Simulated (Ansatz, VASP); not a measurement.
**Two plane-wave programs on Cd4Te**

```
CELL_PARAMETERS angstrom
5.36130 0.00000 0.00000
0.00000 5.36130 0.00000
0.00000 0.00000 5.36130
ATOMIC_POSITIONS crystal
Cd 0.00000 0.50000 0.50000
Cd 0.50000 0.00000 0.50000
Cd 0.50000 0.50000 0.00000
Cd 0.00000 0.00000 0.00000
Te 0.50000 0.50000 0.50000
```

Alike in both runs: task relaxation of cell and atoms; functional PBE; k mesh 4 × 4 × 4; occupations gaussian, width 0.1 eV; no spin polarisation.

```csv
,VASP,Ansatz
version,VASP 6.6.1,Ansatz 0.2.0
potentials or method,"VASP PAW PBE potentials, release 64 (Cd, Te), cutoff 600 eV","scalar-relativistic, plane waves, PAW"
valence electrons in the cell,54,96
```

```csv
,VASP,Ansatz,Ansatz less VASP
"gap on the k mesh at the Fermi level, each at its own relaxed structure (eV)",none,none,-
relaxed volume (Å³/atom),44.66,43.91,-0.756
relaxed cell length with the largest relative difference (Å),6.067,6.033,-0.0344
```

A gap of «none» marks a metal or a gap that the smearing closes. VASP's potentials hold 54 valence electrons a cell and Ansatz's 96, so a difference there can come from the potentials and not from the codes.

Spin-orbit coupling is off throughout. Noted on VASP's run: the volume moved by over 15 % at a fixed basis, so the end points are rough.
